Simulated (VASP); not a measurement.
# Ti (P6/mmm) in VASP: further runs

Ti is run at these levels: PBE; tasks: single point.

All numbers are computed with VASP 6.6.1; they aren't measurements. Logs are shortened: lines on timing, memory, paths and dates and some standing lists are left out, and cuts for length are marked.

**1. The cell of the first run**

Symmetry: P6/mmm, No. 191, hexagonal system. Conventional cell: a = 2.523 Å, b = 2.523 Å, c = 2.478 Å, α = 90.00°, β = 90.00°, γ = 120.00°. Ti (site symmetry 6/mmm) has 8 Ti at 2.48 to 2.52 Å within 3.3 Å.

**2. Single point, PBE**

The input, INCAR:

```
PREC = Accurate ; ENCUT = 520
EDIFF = 1E-6 ; ISMEAR = -1
SIGMA = 0.1 ; LREAL = False
LASPH = True ; NELM = 80
ALGO = Normal ; ISIF = 2
LWAVE = False ; LCHARG = False
GGA = PE ; NBANDS = 12
```

The input, KPOINTS:

```
Automatic mesh
0
Gamma
  17 17 16
```

The input, POSCAR:

```
Ti
1.0
    2.5230690149      0.0000000000      0.0000000000
   -1.2615345075      2.1850418624      0.0000000000
    0.0000000000      0.0000000000      2.4783319306
Ti
1
Direct
    0.0000000000      0.0000000000      0.0000000000
```

Potentials or basis: VASP PAW PBE potentials, release 64 (Ti_sv).

Command:

```
cat potpaw_PBE.64/Ti_sv/POTCAR > POTCAR
mpirun -np 1 vasp_std > vasp.out
```

OUTCAR:

```text
PREC = Accurate
   ENCUT = 520
   EDIFF = 1E-6
   ISMEAR = -1
   LREAL = False
   LASPH = True
   NELM = 80
   ISIF = 2
   GGA = PE

 ion  position               nearest neighbor table
   1  0.000  0.000  0.000-

  LATTYP: Found a hexagonal cell.
 ALAT       =     2.5230690149
 C/A-ratio  =     0.9822687830

  Lattice vectors:

 A1 = (   2.5230690149,   0.0000000000,   0.0000000000)
 A2 = (  -1.2615345075,   2.1850418624,   0.0000000000)
 A3 = (   0.0000000000,   0.0000000000,   2.4783319306)

Analysis of symmetry for initial positions (statically):
=====================================================================
 Subroutine PRICEL returns:
 Original cell was already a primitive cell.

 Routine SETGRP: Setting up the symmetry group for a
 hexagonal supercell.

 Subroutine GETGRP returns: Found 24 space group operations
 (whereof 24 operations were pure point group operations)
 out of a pool of 24 trial point group operations.

The static configuration has the point symmetry D_6h.

Analysis of symmetry for dynamics (positions and initial velocities):
=====================================================================
 Subroutine PRICEL returns:
 Original cell was already a primitive cell.

 Routine SETGRP: Setting up the symmetry group for a
 hexagonal supercell.

 Subroutine GETGRP returns: Found 24 space group operations
 (whereof 24 operations were pure point group operations)
 out of a pool of 24 trial point group operations.

The dynamic configuration has the point symmetry D_6h.

 Subroutine INISYM returns: Found 24 space group operations
 (whereof 24 operations are pure point group operations),
 and found     1 'primitive' translations

----------------------------------------------------------------------------------------

                                     Primitive cell

  volume of cell :      13.6631

  direct lattice vectors                    reciprocal lattice vectors
     2.523069015  0.000000000  0.000000000     0.396342706  0.228828568  0.000000000
    -1.261534507  2.185041862  0.000000000     0.000000000  0.457657136  0.000000000
     0.000000000  0.000000000  2.478331931     0.000000000  0.000000000  0.403497202

  length of vectors
     2.523069015  2.523069015  2.478331931     0.457657136  0.457657136  0.403497202

  position of ions in fractional coordinates (direct lattice)
     0.000000000  0.000000000  0.000000000

  ion indices of the primitive-cell ions
   primitive index   ion index
                 1           1

----------------------------------------------------------------------------------------

 KPOINTS: Automatic mesh

Automatic generation of k-mesh.
 Grid dimensions read from file:
 generate k-points for:   17   17   16

 Generating k-lattice:

  Cartesian coordinates                     Fractional coordinates (reciprocal lattice)
     0.023314277  0.013460504  0.000000000     0.058823529  0.000000000  0.000000000
     0.000000000  0.026921008  0.000000000     0.000000000  0.058823529  0.000000000
     0.000000000  0.000000000  0.025218575     0.000000000  0.000000000  0.062500000

  Length of vectors
     0.026921008  0.026921008  0.025218575

  Shift w.r.t. Gamma in fractional coordinates (k-lattice)
     0.000000000  0.000000000  0.000000000

 Subroutine IBZKPT returns following result:
 ===========================================

 Found    297 irreducible k-points:

 Following reciprocal coordinates:
            Coordinates               Weight
  0.000000  0.000000  0.000000      1.000000
  0.058824 -0.000000  0.000000      6.000000
  0.117647 -0.000000  0.000000      6.000000
  0.176471  0.000000  0.000000      6.000000
  0.235294 -0.000000  0.000000      6.000000
  0.294118  0.000000  0.000000      6.000000
[... 16 lines left out ...]
  0.411765  0.117647  0.000000     12.000000
  0.176471  0.176471  0.000000      6.000000
 [... further k-points ...]
   k-points           NKPTS =    297   k-points in BZ     NKDIM =    297   number of bands    NBANDS=     12
   number of dos      NEDOS =    301   number of ions     NIONS =      1
   total plane-waves  NPLWV =   7200
   dimension x,y,z NGX =    20 NGY =   20 NGZ =   18
   dimension x,y,z NGXF=    40 NGYF=   40 NGZF=   36
   ions per type =               1
   NGX,Y,Z   is equivalent  to a cutoff of  13.18, 13.18, 12.07 a.u.
   NGXF,Y,Z  is equivalent  to a cutoff of  26.36, 26.36, 24.15 a.u.
 SYSTEM =  unknown system
   PREC   = accura    normal or accurate (medium, high low for compatibility)
   ISTART =      0    job   : 0-new  1-cont  2-samecut
   ICHARG =      2    charge: 1-file 2-atom 10-const
   ISPIN  =      1    spin polarized calculation?
   LNONCOLLINEAR =      F non collinear calculations
   LSORBIT =      F    spin-orbit coupling
   LASPH  =      T    aspherical Exc in radial PAW
   ENCUT  =  520.0 eV  38.22 Ry    6.18 a.u.   4.69  4.69  4.61*2*pi/ulx,y,z
   NELM   =     80;   NELMIN=  2; NELMDL= -5     # of ELM steps
   EDIFF  = 0.1E-05   stopping-criterion for ELM
   LREAL  =      F    real-space projection
   EDIFFG = 0.1E-04   stopping-criterion for IOM
   NSW    =      0    number of steps for IOM
   IBRION =     -1    ionic relax: 0-MD 1-quasi-New 2-CG
   NFREE  =      0    steps in history (QN), initial steepest desc. (CG)
   ISIF   =      2    stress and relaxation
   ISYM   =      2    0-nonsym 1-usesym 2-fastsym
   POTIM  = 0.5000    time-step for ionic-motion
   TEBEG  =    0.0;   TEEND  =   0.0 temperature during run
   PSTRESS=    0.0 pullay stress
   NELECT =      12.0000    total number of electrons
   NUPDOWN=      -1.0000    fix difference up-down
   EMIN   =  10.00;   EMAX   =-10.00  energy-range for DOS
   EFERMI =   0.00;   METHOD = LEGACY
   ISMEAR =    -1;   SIGMA  =   0.10  broadening in eV -4-tet -1-fermi 0-gaus
   EFERMI_NEDOS =   21; number of points for ismear=-14 and -15
   IALGO  =     38    algorithm
   IMIX   =      4    mixing-type and parameters
     AMIX     =   0.40;   BMIX     =  1.00
     AMIX_MAG =   1.60;   BMIX_MAG =  1.00
  volume/ion in A,a.u.               =      13.66        92.20
  Fermi-wavevector in a.u.,A,eV,Ry     =   1.567782  2.962679 33.442327  2.457942
  Thomas-Fermi vector in A             =   2.669911
   LORBIT       =      0    0 simple, 1 ext, 2 COOP (PROOUT), +10 PAW based schemes
   GGA     = PE    functional components
[... 5 lines left out ...]
 non-spin polarized calculation
  energy-cutoff  :      520.00
  volume of cell :       13.66
 maximum number of plane-waves:       393
 NGX is ok and might be reduce to    20
   NGX =  9   NGY =  9   NGZ =  9

 number of electron      12.0000005 magnetization

 Free energy of the ion-electron system (eV)
  ---------------------------------------------------
  ext. energy  EPLUGINS =         0.00000000
  ---------------------------------------------------
  free energy    TOTEN  =        -7.10376871 eV

  energy without entropy =       -7.07425004  energy(sigma->0) =       -7.08900937

 E-fermi :  10.7759     XC(G=0): -12.6264

 val. band max:       10.7729964497   @ k =   0.0000   0.0000   0.3750
 cond. band min:      10.7874548998   @ k =   0.0000   0.0000   0.4375
 fundamental gap:      0.0144584501
 Fermi energy:        10.7758874464

 k-point     1 :       0.0000    0.0000    0.0000
  band No.  band energies     occupation
      1     -45.5508      2.00000
      2     -20.9901      2.00000
      3     -20.7345      2.00000
      4     -20.7345      2.00000
      5       4.6066      2.00000
      6       8.9234      2.00000
      7      12.0692      0.00000
      8      12.0692      0.00000
      9      15.9970      0.00000
     10      15.9970      0.00000
     11      28.4056      0.00000
     12      28.4687      0.00000

 k-point     2 :       0.0588   -0.0000    0.0000
  band No.  band energies     occupation
      1     -45.5376      2.00000
      2     -20.9827      2.00000
      3     -20.8003      2.00000
      4     -20.7484      2.00000
      5       4.7504      2.00000
      6       8.9922      2.00000
      7      11.9312      0.00002
      8      12.1859      0.00000
      9      15.8645      0.00000
     10      15.9767      0.00000
     11      28.5598      0.00000
     12      28.7170      0.00000

 k-point     3 :       0.1176   -0.0000    0.0000
  band No.  band energies     occupation
      1     -45.4999      2.00000
      2     -20.9868      2.00000
      3     -20.9613      2.00000
      4     -20.7881      2.00000
      5       5.1636      2.00000
      6       9.1854      2.00000
      7      11.5740      0.00068
      8      12.5283      0.00000
      9      15.5056      0.00000
     10      15.9191      0.00000
     11      28.8113      0.00000
     12      29.4189      0.00000
[... 286 lines left out ...]
 k-point    23 :       0.4118    0.1176    0.0000
  band No.  band energies     occupation
      1     -45.1375      2.00000
      2     -22.4624      2.00000
      3     -21.2917      2.00000
      4     -20.7605      2.00000
      5       8.1725      2.00000
      6      10.2918      1.98432
      7      12.0463      0.00001
      8      13.2122      0.00000
      9      15.1467      0.00000
     10      17.1259      0.00000
     11      21.9384      0.00000
     12      25.9735      0.00000

 k-point    24 :       0.1765    0.1765    0.0000
  band No.  band energies     occupation
      1     -45.2809      2.00000
      2     -21.8827      2.00000
      3     -21.1289      2.00000
      4     -20.8390      2.00000
      5       7.6776      2.00000
      6      10.0451      1.99866
      7      10.2613      1.98842
      8      14.0243      0.00000
      9      15.1068      0.00000
     10      15.3902      0.00000
     11      26.1797      0.00000
     12      27.2229      0.00000

 [... further k-points ...]
[... 5 lines left out ...]
  --------------------------------------------------------------------------------------
  -------------------------------------------------------------------------------------
  Total        3.1982592      3.1982592      3.2042915     -0.0000000      0.0000000     -0.0000000
  in kB      375.0385205    375.0385205    375.7458882     -0.0000000      0.0000000     -0.0000000
  external PRESSURE =     375.2743097 kB  Pullay stress =       0.0000000 kB

 VOLUME and BASIS-vectors are now :
 -----------------------------------------------------------------------------
  energy-cutoff  :      520.00
  volume of cell :       13.66
      direct lattice vectors                 reciprocal lattice vectors
     2.523069015  0.000000000  0.000000000     0.396342706  0.228828568  0.000000000
    -1.261534507  2.185041862  0.000000000     0.000000000  0.457657136  0.000000000
     0.000000000  0.000000000  2.478331931     0.000000000  0.000000000  0.403497202

 POSITION                                       TOTAL-FORCE (eV/Angst)
 -----------------------------------------------------------------------------------
      0.00000      0.00000      0.00000         0.000000      0.000000      0.000000
 -----------------------------------------------------------------------------------
    total drift:                               -0.000000      0.000000      0.000000

  FREE ENERGIE OF THE ION-ELECTRON SYSTEM (eV)
  ---------------------------------------------------
  free  energy   TOTEN  =        -7.1037687065 eV

  energy  without entropy=       -7.0742500427  energy(sigma->0) =       -7.08900937
```

Run time: 60 s. Hardware: 1 thread of Intel Xeon 6975P-C, shared host; peak memory 0.16 GiB.

Results:

```
Free energy            : -7.1038 eV
Pressure               : 37.5 GPa
Band gap on the k mesh : zero (band 6 reaches 11.23 eV, above the bottom of band 7 at 10.26 eV)
```

**3. Single point, PBE**

The input, INCAR:

```
PREC = Accurate
ENCUT = 520
EDIFF = 1E-7
ISMEAR = -1
SIGMA = 0.1
LREAL = F
LASPH = T
NELM = 60
ALGO = Normal
ISIF = 2
LWAVE = F
LCHARG = F
GGA = PE
NBANDS = 12
```

KPOINTS is that of step 2.

The input, POSCAR:

```
Ti
1.0
    2.5229608445      0.0000000000      0.0000000000
   -1.2614804222      2.1849481841      0.0000000000
    0.0000000000      0.0000000000      2.4780941321
Ti
1
Direct
    0.0000000000      0.0000000000      0.0000000000
```

Potentials or basis: VASP PAW PBE potentials, release 64 (Ti_sv).

Command:

```
cat potpaw_PBE.64/Ti_sv/POTCAR > POTCAR
mpirun -np 1 vasp_std > vasp.out
```

Run time: 73 s. Hardware: 1 thread of Intel Xeon 6975P-C, shared host; peak memory 0.16 GiB.

Results (log left out):

| Property | Result |
| --- | --- |
| Free energy | -7.1032 eV |
| Pressure | 37.5 GPa |
| Band gap on the k mesh | zero (band 6 reaches 11.23 eV, above the bottom of band 7 at 10.26 eV) |

Stress tensor (GPa, compression positive):
```
37.52  0.00  0.00
 0.00 37.52  0.00
 0.00  0.00 37.62
```

Levels at points of the mesh, in eV from the Fermi level:
```tsv
k point	band 3	band 4	band 5	band 6	band 7	band 8	band 9	band 10
(0.00, 0.00, 0.00)	-31.51	-31.51	-6.17	-1.85	1.29	1.29	5.22	5.22
(0.00, 0.00, 0.50)	-31.39	-31.39	-2.12	-0.04	1.89	1.89	3.18	3.18
```
